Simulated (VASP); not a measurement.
Write the native input for VASP 6.6.1 that does the following.

```
Task                   : single point
Functional             : revPBE
Potentials or basis    : VASP PAW PBE potentials, release 64 (Zr_sv, B)
Cutoff                 : 520 eV
k mesh                 : 8 × 8 × 8
Occupations            : gaussian, width 0.05 eV
Spin                   : no spin polarisation
Dipole correction      : no
Further INCAR settings : ALGO = Normal; EDIFF = 1e-06; NBANDS = 16
```

The structure of ZrB2 lies in POSCAR:

```
ZrB2
1.0
    3.1450047443      0.0000000000      0.0000000000
   -1.5725023721      2.7236540036      0.0000000000
    0.0000000000      0.0000000000      3.4958550015
Zr B
1 2
Direct
    0.0000000000      0.0000000000      0.0000000000
    0.3333333333      0.6666666667      0.5000000000
    0.6666666667      0.3333333333      0.5000000000
```

This cell differs from its parent crystal: volume scaled by 0.96.

One way to write it, as run:

INCAR

```
  PREC = Accurate
  ENCUT = 520
  EDIFF = 1E-6
  ISMEAR = 0
  SIGMA = 0.05
  LREAL = False
  LASPH = True
  NELM = 80
  ALGO = Normal
  ISIF = 2
  LWAVE = False
  LCHARG = False
  GGA = RE
  NBANDS = 16
```

KPOINTS

```
Automatic mesh
0
Gamma
  8 8 8
```

Potentials or basis: VASP PAW PBE potentials, release 64 (Zr_sv, B).

Run with:

```bash
$ cat potpaw_PBE.64/Zr_sv/POTCAR potpaw_PBE.64/B/POTCAR > POTCAR
$ mpirun -np 1 vasp_std > vasp.out
```

It gave:

```json
{"Pressure": "10.3 GPa", "Band gap on the k mesh": "zero (band 9 reaches 11.46 eV, above the bottom of band 10 at 10.84 eV)"}
```

Caveat: the PAW data sets were made with another functional, which shifts forces and pressure a little.

Wall time 14 s on 1 thread of AMD EPYC 9R45 96-Core Processor (Zen 5) (shared host), peak memory 0.13 GiB.
